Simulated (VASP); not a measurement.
# ZrSe2 (P-3m1) in VASP: single point with HSE06

Aim: the single point of ZrSe2 with HSE06.

Everything below comes from runs of VASP 6.6.1. Logs are shortened: lines on timing, memory, paths and dates and some standing lists are left out, and cuts for length are marked.

**Experimental background.**

“Stress-Tuned Optical Transitions in Layered 1T-MX2 (M= Hf, Zr, Sn; X= S, Se) Crystals”, 2022, arxiv:2210.12074 quotes, for a bulk crystal of ZrSe2: band gap 1.2 eV (indirect).

The results are compared with them further down.

## Step 1: The cell of the first run

It takes space group P-3m1 (No. 164, trigonal). Conventional cell: a = 3.789 Å, b = 3.789 Å, c = 6.181 Å, α = 90.00°, β = 90.00°, γ = 120.00°. Within 3.5 Å of Zr (site symmetry -3m) lie 6 Se at 2.69 Å. Within 3.5 Å of Se (site symmetry 3m) lie 3 Zr at 2.69 Å.

## Step 2: Single point, HSE06

Contents of POSCAR:

```
ZrSe2
1.0
    3.7893855136      0.0000000000      0.0000000000
   -1.8946927568      3.2817041195      0.0000000000
    0.0000000000      0.0000000000      6.1806782015
Zr Se
1 2
Direct
    0.0000000000      0.0000000000      0.0000000000
    0.3333333333      0.6666666667      0.2537453240
    0.6666666667      0.3333333333      0.7462546760
```

Contents of INCAR.step1:

```
SYSTEM = ZrSe2
PREC = Accurate
ENCUT = 400
EDIFF = 1E-5
ISMEAR = 0
SIGMA = 0.01
LREAL = .FALSE.
LASPH = .TRUE.
NELM = 120
ALGO = Normal
ISIF = 2
LWAVE = .TRUE.
LCHARG = .FALSE.
GGA = PE
NBANDS = 19
GGA_COMPAT = .FALSE.
```

Contents of INCAR.step2:

```
SYSTEM = ZrSe2
PREC = Accurate
ENCUT = 400
EDIFF = 1E-6
ISMEAR = 0
SIGMA = 0.01
LREAL = .FALSE.
LASPH = .TRUE.
NELM = 120
ALGO = Normal
ISIF = 2
LWAVE = .FALSE.
LCHARG = .FALSE.
GGA = PE
LHFCALC = .TRUE.
HFSCREEN = 0.2079
PRECFOCK = Normal
ISTART = 1
NBANDS = 19
GGA_COMPAT = .FALSE.
```

Contents of KPOINTS:

```
regular mesh
0
G
  6 6 4
  0 0 0
```

Potentials or basis: VASP PAW PBE potentials, release 64 (Zr_sv, Se).

Command:

```console
$ cat potpaw_PBE.64/Zr_sv/POTCAR potpaw_PBE.64/Se/POTCAR > POTCAR
$ cp INCAR.step1 INCAR
$ mpirun -np 1 vasp_std > vasp.out
$ cp INCAR.step2 INCAR
$ mpirun -np 1 vasp_std > vasp.out
```

OUTCAR:

```text
SYSTEM = ZrSe2
   PREC = Accurate
   ENCUT = 400
   EDIFF = 1E-6
   ISMEAR = 0
   LREAL = .FALSE.
   LASPH = .TRUE.
   NELM = 120
   ISIF = 2
   GGA = PE
   LHFCALC = .TRUE.
   HFSCREEN = 0.2079
   PRECFOCK = Normal
   ISTART = 1

 ion  position               nearest neighbor table
   1  0.000  0.000  0.000-   2 2.69   3 2.69   2 2.69   3 2.69   3 2.69   2 2.69
   2  0.333  0.667  0.254-   1 2.69   1 2.69   1 2.69
   3  0.667  0.333  0.746-   1 2.69   1 2.69   1 2.69

  LATTYP: Found a hexagonal cell.
 ALAT       =     3.7893855136
 C/A-ratio  =     1.6310502532

  Lattice vectors:

 A1 = (   3.7893855136,   0.0000000000,   0.0000000000)
 A2 = (  -1.8946927568,   3.2817041195,   0.0000000000)
 A3 = (   0.0000000000,   0.0000000000,   6.1806782015)

Analysis of symmetry for initial positions (statically):
=====================================================================
 Subroutine PRICEL returns:
 Original cell was already a primitive cell.

 Routine SETGRP: Setting up the symmetry group for a
 hexagonal supercell.

 Subroutine GETGRP returns: Found 12 space group operations
 (whereof 12 operations were pure point group operations)
 out of a pool of 24 trial point group operations.

The static configuration has the point symmetry D_3d.

Analysis of symmetry for dynamics (positions and initial velocities):
=====================================================================
 Subroutine PRICEL returns:
 Original cell was already a primitive cell.

 Routine SETGRP: Setting up the symmetry group for a
 hexagonal supercell.

 Subroutine GETGRP returns: Found 12 space group operations
 (whereof 12 operations were pure point group operations)
 out of a pool of 24 trial point group operations.

The dynamic configuration has the point symmetry D_3d.

 Subroutine INISYM returns: Found 12 space group operations
 (whereof 12 operations are pure point group operations),
 and found     1 'primitive' translations

----------------------------------------------------------------------------------------

                                     Primitive cell

  volume of cell :      76.8607

  direct lattice vectors                    reciprocal lattice vectors
     3.789385514  0.000000000  0.000000000     0.263895029  0.152359866  0.000000000
    -1.894692757  3.281704120  0.000000000     0.000000000  0.304719732  0.000000000
     0.000000000  0.000000000  6.180678202     0.000000000  0.000000000  0.161794542

  length of vectors
     3.789385514  3.789385514  6.180678202     0.304719732  0.304719732  0.161794542

  position of ions in fractional coordinates (direct lattice)
     0.000000000  0.000000000  0.000000000
     0.333333333  0.666666667  0.253745324
     0.666666667  0.333333333  0.746254676

  ion indices of the primitive-cell ions
   primitive index   ion index
                 1           1
                 2           2
                 3           3

----------------------------------------------------------------------------------------

 KPOINTS: regular mesh

Automatic generation of k-mesh.
 Grid dimensions read from file:
 generate k-points for:    6    6    4

 Generating k-lattice:

  Cartesian coordinates                     Fractional coordinates (reciprocal lattice)
     0.043982505  0.025393311  0.000000000     0.166666667 -0.000000000  0.000000000
     0.000000000  0.050786622  0.000000000     0.000000000  0.166666667  0.000000000
     0.000000000  0.000000000  0.040448636     0.000000000  0.000000000  0.250000000

  Length of vectors
     0.050786622  0.050786622  0.040448636

  Shift w.r.t. Gamma in fractional coordinates (k-lattice)
     0.000000000  0.000000000  0.000000000

 Subroutine IBZKPT returns following result:
 ===========================================

 Found     24 irreducible k-points:

 Following reciprocal coordinates:
            Coordinates               Weight
  0.000000  0.000000  0.000000      1.000000
  0.166667  0.000000  0.000000      6.000000
  0.333333  0.000000  0.000000      6.000000
  0.500000  0.000000  0.000000      3.000000
  0.166667  0.166667  0.000000      6.000000
  0.333333  0.166667  0.000000     12.000000
[... 16 lines left out ...]
  0.333333  0.166667  0.500000     12.000000
  0.333333  0.333333  0.500000      2.000000
   k-points           NKPTS =     24   k-points in BZ     NKDIM =    144   number of bands    NBANDS=     19
   number of dos      NEDOS =    301   number of ions     NIONS =      3
   total plane-waves  NPLWV =  31360
   dimension x,y,z NGX =    28 NGY =   28 NGZ =   40
   dimension x,y,z NGXF=    56 NGYF=   56 NGZF=   80
   ions per type =               1   2
   NGX,Y,Z   is equivalent  to a cutoff of  12.28, 12.28, 10.76 a.u.
   NGXF,Y,Z  is equivalent  to a cutoff of  24.57, 24.57, 21.52 a.u.
 SYSTEM =  ZrSe2
   PREC   = accura    normal or accurate (medium, high low for compatibility)
   ISTART =      1    job   : 0-new  1-cont  2-samecut
   ICHARG =      0    charge: 1-file 2-atom 10-const
   ISPIN  =      1    spin polarized calculation?
   LNONCOLLINEAR =      F non collinear calculations
   LSORBIT =      F    spin-orbit coupling
   LASPH  =      T    aspherical Exc in radial PAW
   ENCUT  =  400.0 eV  29.40 Ry    5.42 a.u.   6.18  6.18 10.08*2*pi/ulx,y,z
   NELM   =    120;   NELMIN=  2; NELMDL=  0     # of ELM steps
   EDIFF  = 0.1E-05   stopping-criterion for ELM
   LREAL  =      F    real-space projection
   EDIFFG = 0.1E-04   stopping-criterion for IOM
   NSW    =      0    number of steps for IOM
   IBRION =     -1    ionic relax: 0-MD 1-quasi-New 2-CG
   NFREE  =      0    steps in history (QN), initial steepest desc. (CG)
   ISIF   =      2    stress and relaxation
   ISYM   =      3    0-nonsym 1-usesym 2-fastsym
   POTIM  = 0.5000    time-step for ionic-motion
   TEBEG  =    0.0;   TEEND  =   0.0 temperature during run
   PSTRESS=    0.0 pullay stress
   NELECT =      24.0000    total number of electrons
   NUPDOWN=      -1.0000    fix difference up-down
   EMIN   =  10.00;   EMAX   =-10.00  energy-range for DOS
   EFERMI =   0.00;   METHOD = LEGACY
   ISMEAR =     0;   SIGMA  =   0.01  broadening in eV -4-tet -1-fermi 0-gaus
   EFERMI_NEDOS =   21; number of points for ismear=-14 and -15
   IALGO  =     38    algorithm
   IMIX   =      1    mixing-type and parameters
     AMIX     =   0.40;   BMIX     =  1.00
     AMIX_MAG =   1.60;   BMIX_MAG =  1.00
  volume/ion in A,a.u.               =      25.62       172.89
  Fermi-wavevector in a.u.,A,eV,Ry     =   1.110650  2.098824 16.783370  1.233543
  Thomas-Fermi vector in A             =   2.247204
   LORBIT       =      0    0 simple, 1 ext, 2 COOP (PROOUT), +10 PAW based schemes
   GGA     = PE    functional components
   LHFCALC =     T    Hartree Fock is set to
   PRECFOCK=normal    Normal, Fast or Accurate (Low or Medium for compatibility)
   ENCUT4O =  -1.0   cutoff for four orbital integrals eV
   NKREDX  =     1    reduce k-point grid by
   NKREDY  =     1    reduce k-point grid by
   NKREDZ  =     1    reduce k-point grid by
   AEXX    =    0.2500 exact exchange contribution
   HFSCREEN=    0.2079 screening length (either q_TF or 0.3 A-1)
   HFSCREENC=   0.2079 screening length for correlation (either q_TF or 0.3 A-1)
   ENCUTFOCK=  -1.0 apply spherical cutoff to Coloumb kernel
   IVDW    =     0    specifies the selected vdW correction
   LEPSILON=     F    determine dielectric tensor
   LRPA    =     F    only Hartree local field effects (RPA)
 non-spin polarized calculation
 Gauss-broadening in eV      SIGMA  =   0.01
  energy-cutoff  :      400.00
  volume of cell :       76.86
 maximum number of plane-waves:      1412
 NGX is ok and might be reduce to    28
  NGX = 20; NGY = 20; NGZ = 32

 number of electron      24.0000000 magnetization

 Free energy of the ion-electron system (eV)
  ---------------------------------------------------
  ext. energy  EPLUGINS =         0.00000000
  ---------------------------------------------------
  free energy    TOTEN  =       -23.32908323 eV

  energy without entropy =      -23.32908323  energy(sigma->0) =      -23.32908323

 E-fermi :   4.0911     XC(G=0):  -7.8944

 val. band max:        3.8857179027   @ k =   0.0000   0.0000   0.0000
 cond. band min:       4.8524457197   @ k =   0.5000   0.0000   0.5000
 fundamental gap:      0.9667278170
 Fermi energy:         4.0910906868

 k-point     1 :       0.0000    0.0000    0.0000
  band No.  band energies     occupation
      1     -49.1735      2.00000
      2     -25.8243      2.00000
      3     -25.6886      2.00000
      4     -25.6886      2.00000
      5     -10.6522      2.00000
      6      -9.2230      2.00000
[... 11 lines left out ...]
     18       9.5378      0.00000
     19       9.6895      0.00000

 k-point     2 :       0.1667    0.0000    0.0000
  band No.  band energies     occupation
      1     -49.1699      2.00000
      2     -25.8118      2.00000
      3     -25.7451      2.00000
      4     -25.7009      2.00000
      5     -10.3787      2.00000
      6      -9.2483      2.00000
[... 11 lines left out ...]
     18      10.8711      0.00000
     19      11.4935      0.00000

 k-point     3 :       0.3333    0.0000    0.0000
  band No.  band energies     occupation
      1     -49.1627      2.00000
      2     -25.8571      2.00000
      3     -25.7861      2.00000
      4     -25.7253      2.00000
      5      -9.7802      2.00000
      6      -9.2839      2.00000
[... 11 lines left out ...]
     18      11.4464      0.00000
     19      12.0427      0.00000

 k-point     4 :       0.5000    0.0000    0.0000
  band No.  band energies     occupation
      1     -49.1590      2.00000
      2     -25.9116      2.00000
      3     -25.7735      2.00000
      4     -25.7374      2.00000
      5      -9.5124      2.00000
      6      -9.2200      2.00000
[... 407 lines left out ...]
     18      12.2333      0.00000
     19      12.6730      0.00000

 k-point    23 :       0.3333    0.1667    0.5000
  band No.  band energies     occupation
      1     -49.1591      2.00000
      2     -25.8822      2.00000
      3     -25.7750      2.00000
      4     -25.7662      2.00000
      5      -9.5141      2.00000
      6      -9.2127      2.00000
[... 11 lines left out ...]
     18      11.0355      0.00000
     19      11.8967      0.00000

 k-point    24 :       0.3333    0.3333    0.5000
  band No.  band energies     occupation
      1     -49.1572      2.00000
      2     -25.8416      2.00000
      3     -25.8416      2.00000
      4     -25.7681      2.00000
      5      -9.2811      2.00000
      6      -9.2811      2.00000
[... 11 lines left out ...]
     18      12.3650      0.00000
     19      12.3650      0.00000

------------------------ aborting loop because EDIFF is reached ----------------------------------------

  FORCE on cell =-STRESS in cart. coord.  units (eV):
  Direction    XX          YY          ZZ          XY          YZ          ZX
  --------------------------------------------------------------------------------------
  -------------------------------------------------------------------------------------
  Total       -0.0232699     -0.0232699      0.2247829     -0.0000000      0.0000000      0.0000000
  in kB       -0.4850653     -0.4850653      4.6856463     -0.0000000      0.0000000      0.0000000
  external PRESSURE =       1.2385052 kB  Pullay stress =       0.0000000 kB

 VOLUME and BASIS-vectors are now :
 -----------------------------------------------------------------------------
  energy-cutoff  :      400.00
  volume of cell :       76.86
      direct lattice vectors                 reciprocal lattice vectors
     3.789385514  0.000000000  0.000000000     0.263895029  0.152359866  0.000000000
    -1.894692757  3.281704120  0.000000000     0.000000000  0.304719732  0.000000000
     0.000000000  0.000000000  6.180678202     0.000000000  0.000000000  0.161794542

 POSITION                                       TOTAL-FORCE (eV/Angst)
 -----------------------------------------------------------------------------------
      0.00000      0.00000      0.00000         0.000000      0.000000     -0.000000
     -0.00000      2.18780      1.56832        -0.000000     -0.000000     -0.156692
      1.89469      1.09390      4.61236         0.000000      0.000000      0.156692
 -----------------------------------------------------------------------------------
    total drift:                                0.000000     -0.000000      0.000000

  FREE ENERGIE OF THE ION-ELECTRON SYSTEM (eV)
  ---------------------------------------------------
  free  energy   TOTEN  =       -23.3290832293 eV

  energy  without entropy=      -23.3290832293  energy(sigma->0) =      -23.32908323
```

Wall time 55 min (1 thread of Intel Xeon Platinum 8488C (Sapphire Rapids), shared host); peak memory 0.31 GiB.

Results:

* Free energy: -23.3291 eV
* Pressure: 0.1 GPa
* Largest force: 0.157 eV/Å
* Band gap on the k mesh: 0.97 eV (least direct gap 1.80 eV)

Forces on the atoms (eV/Å):
```
Zr   0.000  0.000  0.000
Se   0.000  0.000 -0.157
Se   0.000  0.000  0.157
```

Caveat: the PAW data sets were made with another functional, which shifts forces and pressure a little; this functional lacks dispersion, which binds layers or chains, so the pressure and a relaxed spacing across them are unreliable.

## Step 3: Comparison with measurements

Step 2. Against the measured gap of ZrSe2, 1.2 eV (indirect; quoted in “Stress-Tuned Optical Transitions in Layered 1T-MX2 (M= Hf, Zr, Sn; X= S, Se) Crystals”, 2022, arxiv:2210.12074), the calculated 0.97 eV is off by -0.23 eV. Spin-orbit coupling on Se, Zr is left out. The value is that of HSE06 on a finite k mesh, which can miss the band edges, without temperature or zero-point motion.
